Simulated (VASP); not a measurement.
# Al: density of states with LDA

Al:

```
CELL_PARAMETERS angstrom
2.74103 0.00000 0.00000
-1.37052 2.37380 0.00000
0.00000 0.00000 4.51040
ATOMIC_POSITIONS crystal
Al 0.33333 0.66667 0.25000
Al 0.66667 0.33333 0.75000
```

This cell differs from its parent crystal: volume scaled by 0.92.

```json
{"Program": "VASP 6.6.1", "Task": "density of states", "Functional": "LDA", "Potentials or basis": "VASP PAW LDA potentials, release 64 (Al)", "Cutoff": "520 eV", "k mesh": "15 × 15 × 8", "Occupations": "fermi-dirac, width 0.08 eV", "Spin": "no spin polarisation", "Dipole correction": "no", "k mesh for the DOS": "23 × 23 × 12", "Occupations for the DOS": "tetrahedron", "Further INCAR settings": "ALGO = Normal; EDIFF = 1e-06; NBANDS = 10"}
```

- Valence electrons inside the program's atomic spheres: Al 0.83

Levels at points of the mesh, in eV from the Fermi level:
```tsv
k point	band 1	band 2	band 3	band 4	band 5	band 6	band 7	band 8
(0.00, 0.00, 0.00)	-11.96	-5.09	-4.68	11.56	11.56	11.67	11.67	12.56
(0.00, 0.00, 0.50)	-10.15	-10.15	3.50	3.50	12.56	12.56	12.56	12.56
```

Run time: 25 s on 1 thread of Intel(R) Xeon(R) 6975P-C (Granite Rapids), on a shared host, peak memory 0.2 GiB.
